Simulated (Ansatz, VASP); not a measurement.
**ZnO in VASP and in Ansatz**

File POSCAR:

```
ZnO
1.0
    5.4574337716      0.0000000000      0.0000000000
    0.0000000000      5.4574337716      0.0000000000
    0.0000000000      0.0000000000      3.2159735494
Zn O
4 4
Direct
    0.1817941392      0.1817941392      0.5000000000
    0.8182058608      0.8182058608      0.5000000000
    0.6817941392      0.3182058608      0.0000000000
    0.3182058608      0.6817941392      0.0000000000
    0.8174782387      0.1825217613      0.5000000000
    0.1825217613      0.8174782387      0.5000000000
    0.6825217613      0.6825217613      0.0000000000
    0.3174782387      0.3174782387      0.0000000000
```

Contents of INCAR.step1:

```
ALGO = Normal
EDIFF = 1E-4
ENCUT = 520
GGA = PE
ISMEAR = 0
LASPH = T
LCHARG = F
LREAL = F
LWAVE = T
NBANDS = 46
NELM = 80
PREC = Accurate
SIGMA = 0.01
```

File INCAR.step2:

```
ALGO = Normal
EDIFF = 1E-7
ENCUT = 520
ISIF = 2
ISMEAR = 0
ISTART = 1
LASPH = T
LCHARG = F
LMIXTAU = T
LREAL = F
LWAVE = F
METAGGA = R2SCAN
NBANDS = 46
NELM = 80
PREC = Accurate
SIGMA = 0.01
```

File KPOINTS:

```
k-points
0
Gamma
  4 4 6
```

Input for Ansatz:

```yaml
crystal:
  lattice:
    - [5.4574337716, 0.0, 0.0]
    - [0.0, 5.4574337716, 0.0]
    - [0.0, 0.0, 3.2159735494]
  atoms:
    - { symbol: Zn, position: [0.1817941392, 0.1817941392, 0.5] }
    - { symbol: Zn, position: [0.8182058608, 0.8182058608, 0.5] }
    - { symbol: Zn, position: [0.6817941392, 0.3182058608, 0.0] }
    - { symbol: Zn, position: [0.3182058608, 0.6817941392, 0.0] }
    - { symbol: O, position: [0.8174782387, 0.1825217613, 0.5] }
    - { symbol: O, position: [0.1825217613, 0.8174782387, 0.5] }
    - { symbol: O, position: [0.6825217613, 0.6825217613, 0.0] }
    - { symbol: O, position: [0.3174782387, 0.3174782387, 0.0] }
kpoints:
  mp_grid: { grid: [4, 4, 6] }
hamiltonian:
  xc: r2scan
scf:
  occupations: { method: fixed }
  n_extra_bands: 6
output:
  forces: true
  stress: true
  eigenvalues: true
```

Alike in both runs: task single point; functional r2SCAN; k mesh 4 × 4 × 6; no spin polarisation.

```csv
,VASP,Ansatz
version,VASP 6.6.1,Ansatz 0.2.0
potentials or method,"VASP PAW PBE potentials, release 64 (Zn, O)","plane waves, PAW"
plane-wave cutoff (eV),520,500
occupations,"gaussian, width 0.01 eV",fixed
valence electrons in the cell,72,72
```

|  | VASP | Ansatz | Ansatz less VASP |
| --- | --- | --- | --- |
| gap on the k mesh at the Fermi level (eV) | 1.23 | 1.23 | 0.000 |
| pressure (GPa) | 5.9 | 4.7 | -1.22 |
| traceless stress, the component that is largest in VASP (GPa) | 0.81 | 0.56 | -0.248 |
| rms of the force components (eV/Å) | 0.013 | 0.014 | +0.0009 |

VASP's potentials were made for PBE, not for r2SCAN. Atom by atom the forces differ by 0.015 eV/Å (rms over components).
